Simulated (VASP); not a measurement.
# Sn3Sb2 (R-3c) in VASP: single point with PBE

Aim: the single point of Sn3Sb2 with PBE.

Everything below comes from runs of VASP 6.6.1. Logs are shortened: lines on timing, memory, paths and dates and some standing lists are left out, and cuts for length are marked.

## Step 1: The cell of the first run

It takes space group R-3c (No. 167, trigonal). The conventional cell has a = 8.140 Å, b = 8.140 Å, c = 16.890 Å, α = 90.00°, β = 90.00°, γ = 120.00°. Within 4.2 Å of Sn (site symmetry 2) lie 4 Sb at 3.12 to 3.13 Å and 8 Sn at 3.55 to 4.19 Å. Within 4.1 Å of Sb (site symmetry 3) lie 6 Sn at 3.12 to 3.13 Å and 1 Sb at 3.73 Å.

## Step 2: Single point, PBE

INCAR

```
PREC     = Accurate       # precision mode
ENCUT    = 520            # plane-wave cutoff, eV
EDIFF    = 1E-6           # SCF threshold, eV
ISMEAR   = 0              # smearing method
SIGMA    = 0.1            # smearing width, eV
LREAL    = False          # projectors in reciprocal space
LASPH    = True           # aspherical terms in the spheres
NELM     = 80             # most SCF steps
ALGO     = Fast           # electronic algorithm
ISIF     = 2              # what is computed and relaxed
LWAVE    = False          # write WAVECAR
LCHARG   = True           # write CHGCAR
GGA      = PE             # functional
LELF     = True           # ELF
LVHAR    = True         
NBANDS   = 63             # bands
```

KPOINTS

```
regular mesh
0
Gamma
  6 6 6
```

POSCAR

```
Sn3Sb2
1.0
    4.0702419448      2.3499552825      5.6299434547
   -4.0702419448      2.3499552825      5.6299434547
    0.0000000000     -4.6999105650      5.6299434547
Sn Sb
6 4
Direct
    0.0014370886      0.4985629114      0.7500000000
    0.7500000000      0.0014370886      0.4985629114
    0.4985629114      0.7500000000      0.0014370886
    0.9985629114      0.5014370886      0.2500000000
    0.2500000000      0.9985629114      0.5014370886
    0.5014370886      0.2500000000      0.9985629114
    0.8895440645      0.8895440645      0.8895440645
    0.6104559355      0.6104559355      0.6104559355
    0.1104559355      0.1104559355      0.1104559355
    0.3895440645      0.3895440645      0.3895440645
```

Potentials or basis: VASP PAW PBE potentials, release 64 (Sn_d, Sb).

Started as:

```sh
$ cat potpaw_PBE.64/Sn_d/POTCAR potpaw_PBE.64/Sb/POTCAR > POTCAR
$ mpirun -np 1 vasp_std > vasp.out
```

OUTCAR:

```text
PREC = Accurate
   ENCUT = 520
   EDIFF = 1E-6
   ISMEAR = 0
   LREAL = False
   LASPH = True
   NELM = 80
   ISIF = 2
   GGA = PE

 ion  position               nearest neighbor table
   1  0.001  0.499  0.750-   7 3.12   8 3.12   9 3.13  10 3.13   2 3.55   3 3.55   4 3.67   4 3.67

   2  0.750  0.001  0.499-   7 3.12   8 3.12  10 3.13   9 3.13   1 3.55   3 3.55   5 3.67   5 3.67

   3  0.499  0.750  0.001-   7 3.12   8 3.12   9 3.13  10 3.13   1 3.55   2 3.55   6 3.67   6 3.67

   4  0.999  0.501  0.250-   9 3.12  10 3.12   7 3.13   8 3.13   6 3.55   5 3.55   1 3.67   1 3.67

   5  0.250  0.999  0.501-   9 3.12  10 3.12   8 3.13   7 3.13   4 3.55   6 3.55   2 3.67   2 3.67

   6  0.501  0.250  0.999-   9 3.12  10 3.12   7 3.13   8 3.13   4 3.55   5 3.55   3 3.67   3 3.67

   7  0.890  0.890  0.890-   1 3.12   2 3.12   3 3.12   6 3.13   4 3.13   5 3.13   9 3.73
   8  0.610  0.610  0.610-   1 3.12   2 3.12   3 3.12   5 3.13   4 3.13   6 3.13  10 3.73
   9  0.110  0.110  0.110-   4 3.12   5 3.12   6 3.12   3 3.13   1 3.13   2 3.13   7 3.73
  10  0.390  0.390  0.390-   4 3.12   5 3.12   6 3.12   2 3.13   1 3.13   3 3.13   8 3.73

  LATTYP: Found a trigonal (rhomboedric) cell.
 ALAT       =     7.3338545542
 COS(alpha) =     0.3839643278

  Lattice vectors:

 A1 = (   4.0702419448,   2.3499552825,   5.6299434547)
 A2 = (  -4.0702419448,   2.3499552825,   5.6299434547)
 A3 = (   0.0000000000,  -4.6999105650,   5.6299434547)

Analysis of symmetry for initial positions (statically):
=====================================================================
 Subroutine PRICEL returns:
 Original cell was already a primitive cell.

 Routine SETGRP: Setting up the symmetry group for a
 trigonal (rhombohedral) supercell.

 Subroutine GETGRP returns: Found 12 space group operations
 (whereof  6 operations were pure point group operations)
 out of a pool of 12 trial point group operations.

The static configuration has the point symmetry S_6 .
 The point group associated with its full space group is D_3d.

Analysis of symmetry for dynamics (positions and initial velocities):
=====================================================================
 Subroutine PRICEL returns:
 Original cell was already a primitive cell.

 Routine SETGRP: Setting up the symmetry group for a
 trigonal (rhombohedral) supercell.

 Subroutine GETGRP returns: Found 12 space group operations
 (whereof  6 operations were pure point group operations)
 out of a pool of 12 trial point group operations.

The dynamic configuration has the point symmetry S_6 .
 The point group associated with its full space group is D_3d.

 Subroutine INISYM returns: Found 12 space group operations
 (whereof  6 operations are pure point group operations),
 and found     1 'primitive' translations

----------------------------------------------------------------------------------------

                                     Primitive cell

  volume of cell :     323.0986

  direct lattice vectors                    reciprocal lattice vectors
     4.070241945  2.349955282  5.629943455     0.122842820  0.070923335  0.059207226
    -4.070241945  2.349955282  5.629943455    -0.122842820  0.070923335  0.059207226
     0.000000000 -4.699910565  5.629943455     0.000000000 -0.141846671  0.059207226

  length of vectors
     7.333854554  7.333854554  7.333854554     0.153707429  0.153707429  0.153707429

  position of ions in fractional coordinates (direct lattice)
     0.001437089  0.498562911  0.750000000
     0.750000000  0.001437089  0.498562911
     0.498562911  0.750000000  0.001437089
     0.998562911  0.501437089  0.250000000
     0.250000000  0.998562911  0.501437089
     0.501437089  0.250000000  0.998562911
     0.889544065  0.889544065  0.889544065
     0.610455935  0.610455935  0.610455935
     0.110455935  0.110455935  0.110455935
     0.389544065  0.389544065  0.389544065

  ion indices of the primitive-cell ions
   primitive index   ion index
                 1           1
                 2           2
                 3           3
                 4           4
                 5           5
                 6           6
                 7           7
                 8           8
                 9           9
                10          10

----------------------------------------------------------------------------------------

 KPOINTS: regular mesh

Automatic generation of k-mesh.
 Grid dimensions read from file:
 generate k-points for:    6    6    6

 Generating k-lattice:

  Cartesian coordinates                     Fractional coordinates (reciprocal lattice)
     0.020473803  0.011820556  0.009867871     0.166666667 -0.000000000 -0.000000000
    -0.020473803  0.011820556  0.009867871    -0.000000000  0.166666667 -0.000000000
     0.000000000 -0.023641112  0.009867871    -0.000000000 -0.000000000  0.166666667

  Length of vectors
     0.025617905  0.025617905  0.025617905

  Shift w.r.t. Gamma in fractional coordinates (k-lattice)
     0.000000000  0.000000000  0.000000000

 Subroutine IBZKPT returns following result:
 ===========================================

 Found     32 irreducible k-points:

 Following reciprocal coordinates:
            Coordinates               Weight
  0.000000  0.000000  0.000000      1.000000
  0.166667  0.000000  0.000000      6.000000
  0.333333 -0.000000  0.000000      6.000000
  0.500000  0.000000  0.000000      3.000000
  0.166667  0.166667  0.000000      6.000000
  0.333333  0.166667  0.000000     12.000000
[... 16 lines left out ...]
  0.500000  0.500000  0.166667      6.000000
 -0.333333  0.500000  0.166667     12.000000
 [... further k-points ...]
   k-points           NKPTS =     32   k-points in BZ     NKDIM =     32   number of bands    NBANDS=     63
   number of dos      NEDOS =    301   number of ions     NIONS =     10
   total plane-waves  NPLWV = 175616
   dimension x,y,z NGX =    56 NGY =   56 NGZ =   56
   dimension x,y,z NGXF=   112 NGYF=  112 NGZF=  112
   ions per type =               6   4
   NGX,Y,Z   is equivalent  to a cutoff of  12.69, 12.69, 12.69 a.u.
   NGXF,Y,Z  is equivalent  to a cutoff of  25.39, 25.39, 25.39 a.u.
 SYSTEM =  unknown system
   PREC   = accura    normal or accurate (medium, high low for compatibility)
   ISTART =      0    job   : 0-new  1-cont  2-samecut
   ICHARG =      2    charge: 1-file 2-atom 10-const
   ISPIN  =      1    spin polarized calculation?
   LNONCOLLINEAR =      F non collinear calculations
   LSORBIT =      F    spin-orbit coupling
   LASPH  =      T    aspherical Exc in radial PAW
   ENCUT  =  520.0 eV  38.22 Ry    6.18 a.u.  13.64 13.64 13.64*2*pi/ulx,y,z
   NELM   =     80;   NELMIN=  2; NELMDL= -5     # of ELM steps
   EDIFF  = 0.1E-05   stopping-criterion for ELM
   LREAL  =      F    real-space projection
   EDIFFG = 0.1E-04   stopping-criterion for IOM
   NSW    =      0    number of steps for IOM
   IBRION =     -1    ionic relax: 0-MD 1-quasi-New 2-CG
   NFREE  =      0    steps in history (QN), initial steepest desc. (CG)
   ISIF   =      2    stress and relaxation
   ISYM   =      2    0-nonsym 1-usesym 2-fastsym
   POTIM  = 0.5000    time-step for ionic-motion
   TEBEG  =    0.0;   TEEND  =   0.0 temperature during run
   PSTRESS=    0.0 pullay stress
   NELECT =     104.0000    total number of electrons
   NUPDOWN=      -1.0000    fix difference up-down
   EMIN   =  10.00;   EMAX   =-10.00  energy-range for DOS
   EFERMI =   0.00;   METHOD = LEGACY
   ISMEAR =     0;   SIGMA  =   0.10  broadening in eV -4-tet -1-fermi 0-gaus
   EFERMI_NEDOS =   21; number of points for ismear=-14 and -15
   IALGO  =     68    algorithm
   IMIX   =      4    mixing-type and parameters
     AMIX     =   0.40;   BMIX     =  1.00
     AMIX_MAG =   1.60;   BMIX_MAG =  1.00
  volume/ion in A,a.u.               =      32.31       218.04
  Fermi-wavevector in a.u.,A,eV,Ry     =   1.121952  2.120182 17.126688  1.258776
  Thomas-Fermi vector in A             =   2.258609
   LORBIT       =      0    0 simple, 1 ext, 2 COOP (PROOUT), +10 PAW based schemes
   GGA     = PE    functional components
   LHFCALC =     F    Hartree Fock is set to
   AEXX    =    0.0000 exact exchange contribution
   IVDW    =     0    specifies the selected vdW correction
   LEPSILON=     F    determine dielectric tensor
   LRPA    =     F    only Hartree local field effects (RPA)
 non-spin polarized calculation
 RMM-DIIS sequential band-by-band and
 Gauss-broadening in eV      SIGMA  =   0.10
  energy-cutoff  :      520.00
  volume of cell :      323.10
 maximum number of plane-waves:      8730
 NGX is ok and might be reduce to    56
   NGX = 27   NGY = 27   NGZ = 27

 number of electron     103.9999961 magnetization

 Free energy of the ion-electron system (eV)
  ---------------------------------------------------
  ext. energy  EPLUGINS =         0.00000000
  ---------------------------------------------------
  free energy    TOTEN  =       -38.28817403 eV

  energy without entropy =      -38.26524549  energy(sigma->0) =      -38.27670976

 E-fermi :   6.3632     XC(G=0):  -9.3522

 val. band max:        6.3622183690   @ k =   0.1667   0.1667   0.1667
 cond. band min:       6.3795946835   @ k =  -0.3333   0.3333   0.1667
 fundamental gap:      0.0173763146
 Fermi energy:         6.3631589076

 k-point     1 :       0.0000    0.0000    0.0000
  band No.  band energies     occupation
      1     -15.3204      2.00000
      2     -15.3127      2.00000
      3     -15.3102      2.00000
      4     -15.3102      2.00000
      5     -15.3088      2.00000
      6     -15.3088      2.00000
[... 55 lines left out ...]
     62       8.9262      0.00000
     63       9.6177      0.00000

 k-point     2 :       0.1667    0.0000    0.0000
  band No.  band energies     occupation
      1     -15.3193      2.00000
      2     -15.3134      2.00000
      3     -15.3126      2.00000
      4     -15.3088      2.00000
      5     -15.3078      2.00000
      6     -15.3049      2.00000
[... 55 lines left out ...]
     62       9.2603      0.00000
     63       9.4745      0.00000

 k-point     3 :       0.3333   -0.0000    0.0000
  band No.  band energies     occupation
      1     -15.3183      2.00000
      2     -15.3155      2.00000
      3     -15.3120      2.00000
      4     -15.3081      2.00000
      5     -15.3047      2.00000
      6     -15.2963      2.00000
[... 1375 lines left out ...]
     62       8.8528      0.00000
     63       9.1001      0.00000

 k-point    24 :      -0.3333    0.5000    0.1667
  band No.  band energies     occupation
      1     -15.3135      2.00000
      2     -15.3112      2.00000
      3     -15.3065      2.00000
      4     -15.3043      2.00000
      5     -15.3008      2.00000
      6     -15.2992      2.00000
[... 55 lines left out ...]
     62       9.0444      0.00000
     63       9.1228      0.00000

 [... further k-points ...]

------------------------ aborting loop because EDIFF is reached ----------------------------------------

  FORCE on cell =-STRESS in cart. coord.  units (eV):
  Direction    XX          YY          ZZ          XY          YZ          ZX
  --------------------------------------------------------------------------------------
  -------------------------------------------------------------------------------------
  Total       -0.0883672     -0.0883672     -0.0621104      0.0000000      0.0000000      0.0000000
  in kB       -0.4381941     -0.4381941     -0.3079923      0.0000000      0.0000000      0.0000000
  external PRESSURE =      -0.3947935 kB  Pullay stress =       0.0000000 kB

 VOLUME and BASIS-vectors are now :
 -----------------------------------------------------------------------------
  energy-cutoff  :      520.00
  volume of cell :      323.10
      direct lattice vectors                 reciprocal lattice vectors
     4.070241945  2.349955282  5.629943455     0.122842820  0.070923335  0.059207226
    -4.070241945  2.349955282  5.629943455    -0.122842820  0.070923335  0.059207226
     0.000000000 -4.699910565  5.629943455     0.000000000 -0.141846671  0.059207226

 POSITION                                       TOTAL-FORCE (eV/Angst)
 -----------------------------------------------------------------------------------
     -2.02342     -2.34996      7.03743         0.004663     -0.000000     -0.000000
      3.04683     -0.57736      7.03743        -0.002331      0.004038     -0.000000
     -1.02341      2.92731      7.03743        -0.002331     -0.004038     -0.000000
      2.02342      2.34996      9.85240        -0.004663     -0.000000     -0.000000
     -3.04683      0.57736      9.85240         0.002331     -0.004038     -0.000000
      1.02341     -2.92731      9.85240         0.002331      0.004038     -0.000000
      0.00000      0.00000     15.02425         0.000000     -0.000000      0.005050
      0.00000      0.00000     10.31050         0.000000     -0.000000     -0.005050
      0.00000      0.00000      1.86558         0.000000     -0.000000     -0.005050
      0.00000      0.00000      6.57933         0.000000     -0.000000      0.005050
 -----------------------------------------------------------------------------------
    total drift:                                0.000000      0.000000      0.000000

  FREE ENERGIE OF THE ION-ELECTRON SYSTEM (eV)
  ---------------------------------------------------
  free  energy   TOTEN  =       -38.2881740301 eV

  energy  without entropy=      -38.2652454916  energy(sigma->0) =      -38.27670976
```

It took 31 min on 1 thread of Intel Xeon 8259CL, shared host; peak memory 0.73 GiB.

Results:

* Free energy: -38.2882 eV
* Pressure: 0.0 GPa
* Largest force: 0.005 eV/Å
* Band gap on the k mesh: zero (bands 52 and 53 overlap by 0.85 eV)

Forces on the atoms (eV/Å):
```
Sn   0.005  0.000  0.000
Sn  -0.002  0.004  0.000
Sn  -0.002 -0.004  0.000
Sn  -0.005  0.000  0.000
Sn   0.002 -0.004  0.000
Sn   0.002  0.004  0.000
Sb   0.000  0.000  0.005
Sb   0.000  0.000 -0.005
Sb   0.000  0.000 -0.005
Sb   0.000  0.000  0.005
```

Caveat: spin-orbit coupling is left out, which moves the levels of the heavy elements.
